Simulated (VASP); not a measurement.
# Be16Se3S13 (P1) in VASP: notebook

Runs on Be16Se3S13. Level: PBEsol. Tasks: single point, relaxation of volume and atoms at fixed shape.

Everything below comes from runs of VASP 6.6.1. Logs are shortened: lines on timing, memory, paths and dates and some standing lists are left out, and cuts for length are marked.

## (1) The cell of the first run

The typed cell holds 64 atoms: a = 9.785 Å, b = 9.785 Å, c = 9.785 Å, α = 90.00°, β = 90.00°, γ = 90.00°.

## (2) Single point, PBEsol

The input, INCAR:

```
ALGO     = Normal         # electronic algorithm
EDIFF    = 1E-6           # SCF threshold, eV
ENCUT    = 520            # plane-wave cutoff, eV
GGA      = PS             # functional
ISIF     = 2              # what is computed and relaxed
ISMEAR   = -1             # smearing method
ISYM     = 0            
LASPH    = T              # aspherical terms in the spheres
LCHARG   = F              # write CHGCAR
LREAL    = Auto         
LWAVE    = F              # write WAVECAR
NBANDS   = 166            # bands
NELM     = 80             # most SCF steps
PREC     = Accurate       # precision mode
SIGMA    = 0.05           # smearing width, eV
```

The input, KPOINTS:

```
Automatic mesh
0
Gamma
  1 1 1
  0.25 0.25 0.25
```

The input, POSCAR:

```
Be16Se3S13
1.0
    9.7853831151      0.0000000000      0.0000000000
    0.0000000000      9.7853831151      0.0000000000
    0.0000000000      0.0000000000      9.7853831151
Be S Se
32 26 6
Direct
    0.0049060000      0.0044550000      0.9954060000
    0.0058300000      0.0051400000      0.4960210000
    0.0012500000      0.4975250000      0.0013650000
    0.0001060000      0.4984920000      0.5007440000
    0.4932120000      0.0054300000      0.9960930000
    0.4985990000      0.0000010000      0.5010350000
    0.4989480000      0.4984420000      0.0003820000
    0.4938070000      0.4932070000      0.4958080000
    0.2492830000      0.2511720000      0.0000540000
    0.2488230000      0.2503080000      0.5012090000
    0.2439160000      0.7436650000      0.9964430000
    0.2495540000      0.7492780000      0.5003240000
    0.7553360000      0.2555230000      0.9964730000
    0.7497080000      0.2509700000      0.5002640000
    0.7498990000      0.7389600000      0.0005240000
    0.7504610000      0.7484750000      0.4913520000
    0.2448190000      0.0045890000      0.2549910000
    0.2487570000      0.0002930000      0.7483960000
    0.2489690000      0.4989700000      0.2496790000
    0.2492400000      0.4974630000      0.7493950000
    0.7500280000      0.0001990000      0.2595120000
    0.7503970000      0.0100640000      0.7489900000
    0.7504030000      0.4971990000      0.2500480000
    0.7546900000      0.4941260000      0.7536610000
    0.9994410000      0.2510470000      0.2495590000
    0.0018260000      0.2506070000      0.7486060000
    0.0063880000      0.7438390000      0.2547820000
    0.0044190000      0.7443720000      0.7541140000
    0.4938280000      0.2552230000      0.2550630000
    0.4989420000      0.2510280000      0.7491230000
    0.5036100000      0.7441680000      0.2544520000
    0.4882700000      0.7486760000      0.7485590000
    0.1251010000      0.1279840000      0.1254950000
    0.1264570000      0.1267770000      0.6250700000
    0.1252980000      0.6214020000      0.1257000000
    0.1264360000      0.6229180000      0.6253430000
    0.6236120000      0.1282460000      0.6239950000
    0.6250320000      0.6201340000      0.1269710000
    0.3732870000      0.3761280000      0.1255890000
    0.3732130000      0.3735370000      0.6252040000
    0.3719220000      0.8762250000      0.6238230000
    0.8768110000      0.3759080000      0.1256600000
    0.8768110000      0.3736670000      0.6252580000
    0.3731800000      0.1267950000      0.3781210000
    0.3719060000      0.1282840000      0.8724140000
    0.3734000000      0.6228960000      0.3754330000
    0.3718910000      0.6214680000      0.8752640000
    0.8766840000      0.1281550000      0.3768150000
    0.8783140000      0.1295030000      0.8738430000
    0.8769940000      0.6214550000      0.3742910000
    0.8782110000      0.6201510000      0.8767940000
    0.1250380000      0.3748580000      0.3755410000
    0.1253620000      0.3746850000      0.8751730000
    0.1266610000      0.8749470000      0.3768560000
    0.1264530000      0.8747590000      0.8738080000
    0.6246290000      0.3747400000      0.3755740000
    0.6251330000      0.3749020000      0.8752900000
    0.6235740000      0.8748520000      0.3769530000
    0.6248660000      0.1290700000      0.1267990000
    0.6235700000      0.6217040000      0.6240980000
    0.3720040000      0.8733840000      0.1267930000
    0.8779190000      0.8735450000      0.1266930000
    0.8778700000      0.8760100000      0.6240740000
    0.6237180000      0.8747610000      0.8738410000
```

Potentials or basis: VASP PAW PBE potentials, release 64 (Be, S, Se).

On the command line:

```bash
cat potpaw_PBE.64/Be/POTCAR potpaw_PBE.64/S/POTCAR potpaw_PBE.64/Se/POTCAR > POTCAR
mpirun -np 1 vasp_std > vasp.out
```

OUTCAR:

```text
EDIFF = 1E-6
   ENCUT = 520
   GGA = PS
   ISIF = 2
   ISMEAR = -1
   ISYM = 0
   LASPH = T
   LREAL = Auto
   NELM = 80
   PREC = Accurate

 ion  position               nearest neighbor table
   1  0.005  0.004  0.995-  55 2.11  49 2.11  33 2.11  62 2.20
   2  0.006  0.005  0.496-  54 2.09  34 2.10  48 2.10  63 2.18
   3  0.001  0.498  0.001-  51 2.09  42 2.09  35 2.10  53 2.11
   4  0.000  0.498  0.501-  50 2.10  43 2.11  52 2.11  36 2.12
   5  0.493  0.005  0.996-  45 2.08  64 2.17  61 2.17  59 2.18
   6  0.499  0.000  0.501-  41 2.11  58 2.11  44 2.12  37 2.13
[... 56 lines left out ...]
  63  0.878  0.876  0.624-   2 2.18  22 2.18  16 2.19  28 2.19
  64  0.624  0.875  0.874-   5 2.17  32 2.19  22 2.19  15 2.20

IMPORTANT INFORMATION: All symmetrisations will be switched off!
NOSYMM: (Re-)initialisation of all symmetry stuff for point group C_1.

----------------------------------------------------------------------------------------

                                     Primitive cell

  volume of cell :     936.9869

  direct lattice vectors                    reciprocal lattice vectors
     9.785383115  0.000000000  0.000000000     0.102193239  0.000000000  0.000000000
     0.000000000  9.785383115  0.000000000     0.000000000  0.102193239  0.000000000
     0.000000000  0.000000000  9.785383115     0.000000000  0.000000000  0.102193239

  length of vectors
     9.785383115  9.785383115  9.785383115     0.102193239  0.102193239  0.102193239

  position of ions in fractional coordinates (direct lattice)
     0.004906000  0.004455000  0.995406000
     0.005830000  0.005140000  0.496021000
     0.001250000  0.497525000  0.001365000
     0.000106000  0.498492000  0.500744000
     0.493212000  0.005430000  0.996093000
     0.498599000  0.000001000  0.501035000
[... 56 lines left out ...]
     0.877870000  0.876010000  0.624074000
     0.623718000  0.874761000  0.873841000

  ion indices of the primitive-cell ions
   primitive index   ion index
                 1           1
                 2           2
                 3           3
                 4           4
                 5           5
                 6           6
[... 56 lines left out ...]
                63          63
                64          64

----------------------------------------------------------------------------------------

 KPOINTS: Automatic mesh

Automatic generation of k-mesh.
 Grid dimensions read from file:
 generate k-points for:    1    1    1
[... 46 lines left out ...]
   NSW    =      0    number of steps for IOM
   IBRION =     -1    ionic relax: 0-MD 1-quasi-New 2-CG
   NFREE  =      0    steps in history (QN), initial steepest desc. (CG)
   ISIF   =      2    stress and relaxation
   ISYM   =      0    0-nonsym 1-usesym 2-fastsym
   POTIM  = 0.5000    time-step for ionic-motion
   TEBEG  =    0.0;   TEEND  =   0.0 temperature during run
   PSTRESS=    0.0 pullay stress
   NELECT =     256.0000    total number of electrons
   NUPDOWN=      -1.0000    fix difference up-down
   EMIN   =  10.00;   EMAX   =-10.00  energy-range for DOS
   EFERMI =   0.00;   METHOD = LEGACY
   ISMEAR =    -1;   SIGMA  =   0.05  broadening in eV -4-tet -1-fermi 0-gaus
   EFERMI_NEDOS =   21; number of points for ismear=-14 and -15
   IALGO  =     38    algorithm
   IMIX   =      4    mixing-type and parameters
     AMIX     =   0.40;   BMIX     =  1.00
     AMIX_MAG =   1.60;   BMIX_MAG =  1.00
  volume/ion in A,a.u.               =      14.64        98.80
  Fermi-wavevector in a.u.,A,eV,Ry     =   1.062291  2.007440 15.353671  1.128463
  Thomas-Fermi vector in A             =   2.197737
   LORBIT       =      0    0 simple, 1 ext, 2 COOP (PROOUT), +10 PAW based schemes
   GGA     = PS    functional components
   LHFCALC =     F    Hartree Fock is set to
   AEXX    =    0.0000 exact exchange contribution
   IVDW    =     0    specifies the selected vdW correction
   LEPSILON=     F    determine dielectric tensor
   LRPA    =     F    only Hartree local field effects (RPA)
 non-spin polarized calculation
  energy-cutoff  :      520.00
  volume of cell :      936.99
 maximum number of plane-waves:     25251
 NGX is ok and might be reduce to    80
   NGX = 37   NGY = 37   NGZ = 37

 number of electron     256.0000004 magnetization

 Free energy of the ion-electron system (eV)
  ---------------------------------------------------
  ext. energy  EPLUGINS =         0.00000000
  ---------------------------------------------------
  free energy    TOTEN  =      -330.83601027 eV

  energy without entropy =     -330.83601027  energy(sigma->0) =     -330.83601027

 E-fermi :   5.2509     XC(G=0):  -9.8741

 val. band max:        4.0136026062   @ k =   0.2500  -0.2500   0.2500
 cond. band min:       7.4284322440   @ k =   0.2500   0.2500   0.2500
 fundamental gap:      3.4148296378
 Fermi energy:         5.2508809895

 k-point     1 :       0.2500    0.2500    0.2500
  band No.  band energies     occupation
      1      -9.5710      2.00000
      2      -9.1452      2.00000
      3      -9.1286      2.00000
      4      -9.1119      2.00000
      5      -8.7673      2.00000
      6      -8.7484      2.00000
[... 561 lines left out ...]
    139       9.0719      0.00000
    140       9.0847      0.00000
 [bands above 140 left out]

------------------------ aborting loop because EDIFF is reached ----------------------------------------

  FORCE on cell =-STRESS in cart. coord.  units (eV):
  Direction    XX          YY          ZZ          XY          YZ          ZX
  --------------------------------------------------------------------------------------
  -------------------------------------------------------------------------------------
  Total        1.0988090      1.1029957      1.1995961     -0.4574334     -0.6240912     -0.5156750
  in kB        1.8788811      1.8860399      2.0512194     -0.7821769     -1.0671491     -0.8817656
  external PRESSURE =       1.9387135 kB  Pullay stress =       0.0000000 kB

 VOLUME and BASIS-vectors are now :
 -----------------------------------------------------------------------------
  energy-cutoff  :      520.00
  volume of cell :      936.99
      direct lattice vectors                 reciprocal lattice vectors
     9.785383115  0.000000000  0.000000000     0.102193239  0.000000000  0.000000000
     0.000000000  9.785383115  0.000000000     0.000000000  0.102193239  0.000000000
     0.000000000  0.000000000  9.785383115     0.000000000  0.000000000  0.102193239

 POSITION                                       TOTAL-FORCE (eV/Angst)
 -----------------------------------------------------------------------------------
      0.04801      0.04359      9.74043         0.036994      0.037532      0.013604
      0.05705      0.05030      4.85376         0.042341      0.043087      0.018636
      0.01223      4.86847      0.01336         0.037027      0.022317      0.032174
      0.00104      4.87794      4.89997         0.035479      0.019273      0.024918
      4.82627      0.05313      9.74715         0.029101      0.045923      0.018747
      4.87898      0.00001      4.90282         0.027681      0.034757      0.021279
[... 56 lines left out ...]
      8.59029      8.57209      6.10680        -0.025163     -0.027173     -0.025331
      6.10332      8.55987      8.55087        -0.036343     -0.035351     -0.022924
 -----------------------------------------------------------------------------------
    total drift:                               -0.005745     -0.008996      0.005198

  FREE ENERGIE OF THE ION-ELECTRON SYSTEM (eV)
  ---------------------------------------------------
  free  energy   TOTEN  =      -330.8360102650 eV

  energy  without entropy=     -330.8360102650  energy(sigma->0) =     -330.83601027
```

Wall time 19 min (1 thread of Intel Xeon Platinum 8259CL at 2.50GHz (Skylake/Cascade Lake), shared host); peak memory 1.2 GiB.

What came out:

| Property | Result |
| --- | --- |
| Free energy | -330.8360 eV |
| Pressure | 0.2 GPa |
| Largest force | 0.063 eV/Å |
| Band gap on the k mesh | 3.41 eV |

Forces on the atoms (eV/Å):
```
Be   0.037  0.038  0.014
Be   0.042  0.043  0.019
Be   0.037  0.022  0.032
Be   0.035  0.019  0.025
Be   0.029  0.046  0.019
Be   0.028  0.035  0.021
Be   0.031  0.019  0.024
Be   0.031  0.024  0.021
Be   0.033  0.030  0.026
Be   0.032  0.035  0.022
Be   0.035  0.021  0.017
Be   0.035  0.024  0.022
Be   0.037  0.036  0.017
Be   0.026  0.036  0.028
Be   0.034  0.013  0.031
Be   0.036  0.026  0.015
Be   0.024  0.042  0.030
Be   0.038  0.033  0.021
Be   0.034  0.023  0.028
Be   0.032  0.020  0.024
Be   0.029  0.033  0.044
Be   0.029  0.051  0.019
Be   0.030  0.024  0.028
Be   0.041  0.014  0.032
Be   0.033  0.032  0.028
Be   0.038  0.034  0.023
Be   0.042  0.017  0.036
Be   0.039  0.015  0.024
Be   0.022  0.039  0.032
Be   0.032  0.034  0.023
Be   0.035  0.016  0.029
Be   0.027  0.028  0.025
S   -0.025 -0.033 -0.031
S   -0.037 -0.039 -0.024
S   -0.044 -0.018 -0.034
S   -0.034 -0.016 -0.022
S   -0.027 -0.038 -0.025
S   -0.036 -0.022 -0.030
S   -0.028 -0.027 -0.031
S   -0.032 -0.031 -0.022
S   -0.037 -0.031 -0.023
S   -0.032 -0.025 -0.034
S   -0.036 -0.025 -0.028
S   -0.026 -0.040 -0.021
S   -0.040 -0.034 -0.023
S   -0.035 -0.018 -0.021
S   -0.035 -0.017 -0.022
S   -0.028 -0.042 -0.027
S   -0.037 -0.040 -0.019
S   -0.038 -0.016 -0.031
S   -0.037 -0.022 -0.034
S   -0.031 -0.024 -0.026
S   -0.036 -0.021 -0.022
S   -0.039 -0.036 -0.026
S   -0.041 -0.030 -0.012
S   -0.022 -0.030 -0.029
S   -0.035 -0.026 -0.022
S   -0.033 -0.034 -0.032
Se  -0.026 -0.023 -0.021
Se  -0.036 -0.029 -0.030
Se  -0.038 -0.039 -0.013
Se  -0.020 -0.033 -0.022
Se  -0.025 -0.027 -0.025
Se  -0.036 -0.035 -0.023
```

Caveat: the PAW data sets were made with another functional, which shifts forces and pressure a little; a shifted mesh leaves out Γ, where band edges can lie. A k mesh can miss the band edges.

## (3) Single point, PBEsol

The input, INCAR:

```
ALGO     = Normal         # electronic algorithm
EDIFF    = 1E-6           # SCF threshold, eV
ENCUT    = 500            # plane-wave cutoff, eV
GGA      = PS             # functional
GGA_COMPAT= F            
ISIF     = 2              # what is computed and relaxed
ISMEAR   = -1             # smearing method
ISYM     = -1           
LASPH    = T              # aspherical terms in the spheres
LCHARG   = F              # write CHGCAR
LREAL    = Auto         
LWAVE    = F              # write WAVECAR
NBANDS   = 166            # bands
NELM     = 120            # most SCF steps
PREC     = Accurate       # precision mode
SIGMA    = 0.05           # smearing width, eV
```

The input, KPOINTS:

```
explicit points
1
Reciprocal
  0.25000000   0.25000000   0.25000000 1
```

POSCAR is that of step 2.

Potentials or basis: VASP PAW PBE potentials, release 64 (Be, S, Se).

On the command line:

```bash
cat potpaw_PBE.64/Be/POTCAR potpaw_PBE.64/S/POTCAR potpaw_PBE.64/Se/POTCAR > POTCAR
mpirun -np 1 vasp_std > vasp.out
```

Run time: 4 min. Hardware: 1 thread of Intel Xeon Platinum 8488C (Sapphire Rapids), shared host; peak memory 0.76 GiB.

Results (log left out):

```
Free energy            : -330.8439 eV
Pressure               : 0.2 GPa
Largest force          : 0.025 eV/Å
Band gap on the k mesh : 3.48 eV
```

Forces in eV/Å, atoms in the order of the input:
```
Be   0.013  0.016 -0.007
Be   0.018  0.015 -0.004
Be   0.012 -0.003  0.004
Be   0.010 -0.004  0.002
Be   0.002  0.016 -0.007
Be   0.005  0.010 -0.002
Be   0.009 -0.004 -0.001
Be  -0.001 -0.004 -0.009
Be   0.009  0.006  0.001
Be   0.008  0.010 -0.004
Be   0.007 -0.008 -0.012
Be   0.012 -0.002 -0.001
Be   0.011  0.011 -0.005
Be   0.000  0.013  0.004
Be   0.008 -0.012  0.005
Be   0.006 -0.003 -0.009
Be   0.003  0.015  0.006
Be   0.015  0.006 -0.004
Be   0.011 -0.003  0.003
Be   0.007 -0.003 -0.003
Be   0.006  0.012  0.018
Be   0.008  0.024 -0.003
Be   0.004  0.000  0.005
Be   0.013 -0.006  0.009
Be   0.007  0.009  0.004
Be   0.013  0.008 -0.003
Be   0.017 -0.008  0.011
Be   0.016 -0.008  0.002
Be  -0.003  0.017  0.010
Be   0.007  0.011 -0.002
Be   0.012 -0.007  0.005
Be   0.000 -0.002 -0.001
S   -0.006 -0.002 -0.005
S   -0.011 -0.009  0.005
S   -0.015  0.002 -0.003
S   -0.006  0.001  0.004
S   -0.003 -0.009 -0.003
S   -0.009  0.000 -0.006
S   -0.011  0.001 -0.001
S   -0.009 -0.010  0.006
S   -0.019 -0.002  0.004
S   -0.001 -0.001 -0.003
S   -0.004 -0.009 -0.004
S   -0.003 -0.015  0.006
S   -0.015 -0.009  0.002
S   -0.013 -0.001  0.006
S   -0.008  0.008  0.006
S    0.001 -0.013 -0.006
S   -0.012 -0.014  0.004
S   -0.012  0.004 -0.006
S   -0.012  0.003 -0.009
S   -0.009 -0.002 -0.007
S   -0.015  0.003  0.002
S   -0.010 -0.005  0.001
S   -0.014 -0.002  0.008
S    0.005 -0.006 -0.005
S   -0.009 -0.003 -0.001
S   -0.009 -0.004 -0.003
Se  -0.001 -0.013  0.001
Se  -0.006  0.005 -0.001
Se  -0.007 -0.005  0.007
Se  -0.008 -0.008 -0.005
Se  -0.005 -0.004 -0.001
Se  -0.009 -0.007 -0.001
```

Stress tensor (GPa, compression positive):
```
 0.16 -0.64 -0.64
-0.64  0.16 -0.66
-0.64 -0.66  0.17
```

Levels at points of the mesh, in eV from the valence-band top:
```
           k point  band 125  band 126  band 127  band 128  band 129  band 130  band 131  band 132
(0.25, 0.25, 0.25)     -0.47     -0.37     -0.07      0.00      3.48      3.54      3.60      4.27
```

Caveat: the PAW data sets were made with another functional, which shifts forces and pressure a little; a shifted mesh leaves out Γ, where band edges can lie. A k mesh can miss the band edges.

(Part 1 of 2 ends here.)
